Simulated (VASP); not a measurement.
# Mn (Fm-3m) in VASP: a series of runs

Mn is run at these levels: PBE; tasks: single point, relaxation of cell and atoms.

Everything below comes from runs of VASP 6.6.1. Logs are shortened: lines on timing, memory, paths and dates and some standing lists are left out, and cuts for length are marked.

### Step 1. The cell of the first run

The structure is cubic, space group Fm-3m (No. 225). Conventional cell: a = 3.503 Å, b = 3.503 Å, c = 3.503 Å, α = 90.00°, β = 90.00°, γ = 90.00°. Mn (site symmetry m-3m) has 12 Mn at 2.48 Å within 3.3 Å.

### Step 2. Single point, PBE, collinear spin, ferromagnetic start

File INCAR:

```
PREC     = Accurate       # precision mode
ENCUT    = 520            # plane-wave cutoff, eV
EDIFF    = 1E-6           # SCF threshold, eV
ISMEAR   = -1             # smearing method
SIGMA    = 0.05           # smearing width, eV
LREAL    = F              # projectors in reciprocal space
LASPH    = T              # aspherical terms in the spheres
NELM     = 150            # most SCF steps
ALGO     = Normal         # electronic algorithm
ISIF     = 2              # what is computed and relaxed
LWAVE    = F              # write WAVECAR
LCHARG   = F              # write CHGCAR
ISPIN    = 2              # spin polarisation
MAGMOM   = 3              # initial moments
LORBIT   = 11             # projections on sites
LMAXMIX  = 4              # l up to which the mixer works
GGA      = PE             # functional
NBANDS   = 16             # bands
```

File KPOINTS:

```
Automatic mesh
0
Gamma
  21 21 21
```

File POSCAR:

```
Mn
1.0
    0.0000000000      1.7513318152      1.7513318152
    1.7513318152      0.0000000000      1.7513318152
    1.7513318152      1.7513318152      0.0000000000
Mn
1
Direct
    0.0000000000      0.0000000000      0.0000000000
```

Potentials or basis: VASP PAW PBE potentials, release 64 (Mn_pv).

Started as:

```console
$ cat potpaw_PBE.64/Mn_pv/POTCAR > POTCAR
$ mpirun -np 1 vasp_std > vasp.out
```

OUTCAR:

```text
PREC = Accurate
   ENCUT = 520
   EDIFF = 1E-6
   ISMEAR = -1
   LREAL = F
   LASPH = T
   NELM = 150
   ISIF = 2
   ISPIN = 2
   LORBIT = 11
   GGA = PE

 ion  position               nearest neighbor table
   1  0.000  0.000  0.000-

  LATTYP: Found a face centered cubic cell.
 ALAT       =     3.5026636304

  Lattice vectors:

 A1 = (   0.0000000000,   1.7513318152,   1.7513318152)
 A2 = (   1.7513318152,   0.0000000000,   1.7513318152)
 A3 = (   1.7513318152,   1.7513318152,   0.0000000000)

Analysis of symmetry for initial positions (statically):
=====================================================================
 Subroutine PRICEL returns:
 Original cell was already a primitive cell.

 Routine SETGRP: Setting up the symmetry group for a
 face centered cubic supercell.

 Subroutine GETGRP returns: Found 48 space group operations
 (whereof 48 operations were pure point group operations)
 out of a pool of 48 trial point group operations.

The static configuration has the point symmetry O_h .

Analysis of symmetry for dynamics (positions and initial velocities):
=====================================================================
 Subroutine PRICEL returns:
 Original cell was already a primitive cell.

 Routine SETGRP: Setting up the symmetry group for a
 face centered cubic supercell.

 Subroutine GETGRP returns: Found 48 space group operations
 (whereof 48 operations were pure point group operations)
 out of a pool of 48 trial point group operations.

The dynamic configuration has the point symmetry O_h .

Analysis of structural, dynamic, and magnetic symmetry:
=====================================================================
 Subroutine PRICEL returns:
 Original cell was already a primitive cell.

 Routine SETGRP: Setting up the symmetry group for a
 face centered cubic supercell.

 Subroutine GETGRP returns: Found 48 space group operations
 (whereof 48 operations were pure point group operations)
 out of a pool of 48 trial point group operations.

The overall configuration has the point symmetry O_h .

 Subroutine INISYM returns: Found 48 space group operations
 (whereof 48 operations are pure point group operations),
 and found     1 'primitive' translations

----------------------------------------------------------------------------------------

                                     Primitive cell

  volume of cell :      10.7432

  direct lattice vectors                    reciprocal lattice vectors
     0.000000000  1.751331815  1.751331815    -0.285497012  0.285497012  0.285497012
     1.751331815  0.000000000  1.751331815     0.285497012 -0.285497012  0.285497012
     1.751331815  1.751331815  0.000000000     0.285497012  0.285497012 -0.285497012

  length of vectors
     2.476757205  2.476757205  2.476757205     0.494495330  0.494495330  0.494495330

  position of ions in fractional coordinates (direct lattice)
     0.000000000  0.000000000  0.000000000

  ion indices of the primitive-cell ions
   primitive index   ion index
                 1           1

----------------------------------------------------------------------------------------

 KPOINTS: Automatic mesh

Automatic generation of k-mesh.
 Grid dimensions read from file:
 generate k-points for:   21   21   21

 Generating k-lattice:

  Cartesian coordinates                     Fractional coordinates (reciprocal lattice)
    -0.013595096  0.013595096  0.013595096     0.047619048  0.000000000  0.000000000
     0.013595096 -0.013595096  0.013595096     0.000000000  0.047619048  0.000000000
     0.013595096  0.013595096 -0.013595096     0.000000000  0.000000000  0.047619048

  Length of vectors
     0.023547397  0.023547397  0.023547397

  Shift w.r.t. Gamma in fractional coordinates (k-lattice)
     0.000000000  0.000000000  0.000000000

 Subroutine IBZKPT returns following result:
 ===========================================

 Found    286 irreducible k-points:

 Following reciprocal coordinates:
            Coordinates               Weight
  0.000000  0.000000  0.000000      1.000000
  0.047619  0.000000  0.000000      8.000000
  0.095238  0.000000  0.000000      8.000000
  0.142857  0.000000  0.000000      8.000000
  0.190476  0.000000  0.000000      8.000000
  0.238095  0.000000  0.000000      8.000000
[... 16 lines left out ...]
 -0.428571  0.047619  0.000000     24.000000
 -0.380952  0.047619  0.000000     24.000000
 [... further k-points ...]
   k-points           NKPTS =    286   k-points in BZ     NKDIM =    286   number of bands    NBANDS=     16
   number of dos      NEDOS =    301   number of ions     NIONS =      1
   total plane-waves  NPLWV =   5832
   dimension x,y,z NGX =    18 NGY =   18 NGZ =   18
   dimension x,y,z NGXF=    36 NGYF=   36 NGZF=   36
   ions per type =               1
   NGX,Y,Z   is equivalent  to a cutoff of  12.08, 12.08, 12.08 a.u.
   NGXF,Y,Z  is equivalent  to a cutoff of  24.16, 24.16, 24.16 a.u.
 SYSTEM =  unknown system
   PREC   = accura    normal or accurate (medium, high low for compatibility)
   ISTART =      0    job   : 0-new  1-cont  2-samecut
   ICHARG =      2    charge: 1-file 2-atom 10-const
   ISPIN  =      2    spin polarized calculation?
   LNONCOLLINEAR =      F non collinear calculations
   LSORBIT =      F    spin-orbit coupling
   LASPH  =      T    aspherical Exc in radial PAW
   ENCUT  =  520.0 eV  38.22 Ry    6.18 a.u.   4.61  4.61  4.61*2*pi/ulx,y,z
   NELM   =    150;   NELMIN=  2; NELMDL= -5     # of ELM steps
   EDIFF  = 0.1E-05   stopping-criterion for ELM
   LREAL  =      F    real-space projection
   EDIFFG = 0.1E-04   stopping-criterion for IOM
   NSW    =      0    number of steps for IOM
   IBRION =     -1    ionic relax: 0-MD 1-quasi-New 2-CG
   NFREE  =      0    steps in history (QN), initial steepest desc. (CG)
   ISIF   =      2    stress and relaxation
   ISYM   =      2    0-nonsym 1-usesym 2-fastsym
   POTIM  = 0.5000    time-step for ionic-motion
   TEBEG  =    0.0;   TEEND  =   0.0 temperature during run
   PSTRESS=    0.0 pullay stress
   NELECT =      13.0000    total number of electrons
   NUPDOWN=      -1.0000    fix difference up-down
   EMIN   =  10.00;   EMAX   =-10.00  energy-range for DOS
   EFERMI =   0.00;   METHOD = LEGACY
   ISMEAR =    -1;   SIGMA  =   0.05  broadening in eV -4-tet -1-fermi 0-gaus
   EFERMI_NEDOS =   21; number of points for ismear=-14 and -15
   IALGO  =     38    algorithm
   IMIX   =      4    mixing-type and parameters
     AMIX     =   0.40;   BMIX     =  1.00
     AMIX_MAG =   1.60;   BMIX_MAG =  1.00
  volume/ion in A,a.u.               =      10.74        72.50
  Fermi-wavevector in a.u.,A,eV,Ry     =   1.744526  3.296677 41.407588  3.043372
  Thomas-Fermi vector in A             =   2.816389
   LORBIT       =     11    0 simple, 1 ext, 2 COOP (PROOUT), +10 PAW based schemes
   GGA     = PE    functional components
   LHFCALC =     F    Hartree Fock is set to
   AEXX    =    0.0000 exact exchange contribution
   IVDW    =     0    specifies the selected vdW correction
   LEPSILON=     F    determine dielectric tensor
   LRPA    =     F    only Hartree local field effects (RPA)
 spin polarized calculation
  energy-cutoff  :      520.00
  volume of cell :       10.74
 maximum number of plane-waves:       303
   NGX =  9   NGY =  9   NGZ =  9

 number of electron      12.9999999 magnetization       0.0005885

 Free energy of the ion-electron system (eV)
  ---------------------------------------------------
  ext. energy  EPLUGINS =         0.00000000
  ---------------------------------------------------
  free energy    TOTEN  =        -8.92198127 eV

  energy without entropy =       -8.90963830  energy(sigma->0) =       -8.91580978

 E-fermi :  10.5060     XC(G=0): -14.0239

 val. band max:       10.5025163373   @ k =   0.4762   0.0476   0.0000
 cond. band min:      10.5170211653   @ k =   0.4286   0.2381   0.0476
 fundamental gap:      0.0145048280
 Fermi energy:        10.5060217208

 spin component 1

 k-point     1 :       0.0000    0.0000    0.0000
  band No.  band energies     occupation
      1     -37.1551      1.00000
      2     -37.1551      1.00000
      3     -37.1551      1.00000
      4       2.1940      1.00000
      5       9.3535      1.00000
      6       9.3535      1.00000
[... 8 lines left out ...]
     15      43.1122      0.00000
     16      43.1122      0.00000

 k-point     2 :       0.0476    0.0000    0.0000
  band No.  band energies     occupation
      1     -37.1725      1.00000
      2     -37.1573      1.00000
      3     -37.1573      1.00000
      4       2.2904      1.00000
      5       9.3120      1.00000
      6       9.3841      1.00000
[... 8 lines left out ...]
     15      42.9872      0.00000
     16      43.1448      0.00000
[... 387 lines left out ...]
      5       9.2020      1.00000
      6       9.3093      1.00000
[... 8 lines left out ...]
     15      40.5596      0.00000
     16      41.8026      0.00000

 k-point    24 :      -0.3810    0.0476    0.0000
  band No.  band energies     occupation
      1     -37.8345      1.00000
      2     -37.2621      1.00000
      3     -37.2414      1.00000
      4       5.9164      1.00000
      5       9.2811      1.00000
      6       9.3743      1.00000
[... 8 lines left out ...]
     15      40.7521      0.00000
     16      41.8424      0.00000

 [... further k-points ...]

 spin component 2

 k-point     1 :       0.0000    0.0000    0.0000
  band No.  band energies     occupation
      1     -37.1545      1.00000
      2     -37.1545      1.00000
      3     -37.1545      1.00000
      4       2.1941      1.00000
      5       9.3538      1.00000
      6       9.3538      1.00000
[... 8 lines left out ...]
     15      43.1123      0.00000
     16      43.1123      0.00000

 k-point     2 :       0.0476    0.0000    0.0000
  band No.  band energies     occupation
      1     -37.1719      1.00000
      2     -37.1567      1.00000
      3     -37.1567      1.00000
      4       2.2905      1.00000
      5       9.3123      1.00000
      6       9.3844      1.00000
[... 8 lines left out ...]
     15      42.9873      0.00000
     16      43.1450      0.00000
[... 387 lines left out ...]
      5       9.2027      1.00000
      6       9.3100      1.00000
[... 8 lines left out ...]
     15      40.5599      0.00000
     16      41.8035      0.00000

 k-point    24 :      -0.3810    0.0476    0.0000
  band No.  band energies     occupation
      1     -37.8338      1.00000
      2     -37.2614      1.00000
      3     -37.2407      1.00000
      4       5.9166      1.00000
      5       9.2818      1.00000
      6       9.3750      1.00000
[... 8 lines left out ...]
     15      40.7524      0.00000
     16      41.8433      0.00000

 [... further k-points ...]

------------------------ aborting loop because EDIFF is reached ----------------------------------------

  FORCE on cell =-STRESS in cart. coord.  units (eV):
  Direction    XX          YY          ZZ          XY          YZ          ZX
  --------------------------------------------------------------------------------------
  -------------------------------------------------------------------------------------
  Total       -0.0072996     -0.0072996     -0.0072996      0.0000000     -0.0000000      0.0000000
  in kB       -1.0886146     -1.0886146     -1.0886146      0.0000000     -0.0000000      0.0000000
  external PRESSURE =      -1.0886146 kB  Pullay stress =       0.0000000 kB

 VOLUME and BASIS-vectors are now :
 -----------------------------------------------------------------------------
  energy-cutoff  :      520.00
  volume of cell :       10.74
      direct lattice vectors                 reciprocal lattice vectors
     0.000000000  1.751331815  1.751331815    -0.285497012  0.285497012  0.285497012
     1.751331815  0.000000000  1.751331815     0.285497012 -0.285497012  0.285497012
     1.751331815  1.751331815  0.000000000     0.285497012  0.285497012 -0.285497012

 POSITION                                       TOTAL-FORCE (eV/Angst)
 -----------------------------------------------------------------------------------
      0.00000      0.00000      0.00000         0.000000      0.000000     -0.000000
 -----------------------------------------------------------------------------------
    total drift:                                0.000000      0.000000     -0.000000

  FREE ENERGIE OF THE ION-ELECTRON SYSTEM (eV)
  ---------------------------------------------------
  free  energy   TOTEN  =        -8.9219812692 eV

  energy  without entropy=       -8.9096383000  energy(sigma->0) =       -8.91580978

 total charge

# of ion       s       p       d       tot
------------------------------------------
    1        0.427   6.406   5.149  11.982

 magnetization (x)

# of ion       s       p       d       tot
------------------------------------------
    1       -0.000  -0.000   0.001   0.001
```

It took 46 s on 1 thread of Intel Xeon 6975P-C (Granite Rapids), shared host; peak memory 0.18 GiB.

Results:

- Free energy: -8.9220 eV
- Pressure: -0.1 GPa
- Net moment: 0.00 μB per cell
- Valence electrons inside the program's atomic spheres: Mn 11.98

Caveat: the starting moments collapsed, and a magnetic state may lie lower.

### Step 3. Relaxation of cell and atoms, PBE, collinear spin, ferromagnetic start

This run uses another cell than the first one, of 11.04 Å³/atom, 1.028 times its volume.

File INCAR:

```
SYSTEM = Mn
PREC = Accurate
ENCUT = 600
EDIFF = 1E-6
ISMEAR = -1
SIGMA = 0.05
LREAL = .False.
LASPH = .True.
NELM = 150
ALGO = Normal
ISIF = 3
LWAVE = .False.
LCHARG = .False.
ISPIN = 2
MAGMOM = 3
LORBIT = 11
LMAXMIX = 4
GGA = PE
IBRION = 2
NSW = 60
EDIFFG = -0.005
```

File KPOINTS:

```
Automatic mesh
0
Gamma
  21 21 21
  0 0 0
```

File POSCAR:

```
Mn
1.0
    0.0000000000      1.7672578220      1.7672578220
    1.7672578220      0.0000000000      1.7672578220
    1.7672578220      1.7672578220      0.0000000000
Mn
1
Direct
    0.0000000000      0.0000000000      0.0000000000
```

Potentials or basis: VASP PAW PBE potentials, release 64 (Mn_pv).

Started as:

```console
$ cat potpaw_PBE.64/Mn_pv/POTCAR > POTCAR
$ mpirun -np 1 vasp_std > vasp.out
```

Wall time 3.3 min (1 thread of Oxide Virtual Turin-like, shared host); peak memory 0.16 GiB.

The run converged. Its results:

* Free energy: -8.9220 eV
* Relaxed volume: 10.74 Å³/atom
* Relaxed cell: a = 2.476 Å, b = 2.476 Å, c = 2.476 Å, α = 60.00°, β = 60.00°, γ = 60.00°
* Space group after relaxing (to 0.05 Å): Fm-3m (No. 225)
* Energy gained by relaxing: 7.1 meV/atom
* Ionic steps: 3
* Pressure after relaxing: 0.0 GPa
* Net moment: 0.00 μB per cell
* Valence electrons inside the program's atomic spheres: Mn 11.98

Step by step:
```tsv
step	energy change (eV)	largest force (eV/Å)	pressure (GPa)	volume (Å³)
1	0.0000	0.0000	-7.31	11.04
2	0.0135	0.0000	14.35	10.25
3	-0.0071	0.0000	-0.04	10.74
```

Final structure:
```
Mn
1.0
     0.00000    1.75110    1.75110
     1.75110    0.00000    1.75110
     1.75110    1.75110    0.00000
Mn
1
Direct
  0.00000 0.00000 0.00000
```

Levels at points of the mesh, in eV from the Fermi level:
Spin up:
```
           k point  band 3  band 4  band 5  band 6  band 7  band 8  band 9  band 10  band 11  band 12
(0.00, 0.00, 0.00)  -47.66   -8.31   -1.15   -1.15   -1.15    0.54    0.54    21.40    27.22    27.22
```
Spin down:
| k point | band 5 | band 6 | band 7 | band 8 | band 9 | band 10 |
| --- | --- | --- | --- | --- | --- | --- |
| (0.00, 0.00, 0.00) | -1.15 | -1.15 | -1.15 | 0.54 | 0.54 | 21.40 |

Caveat: the starting moments collapsed, and a magnetic state may lie lower.
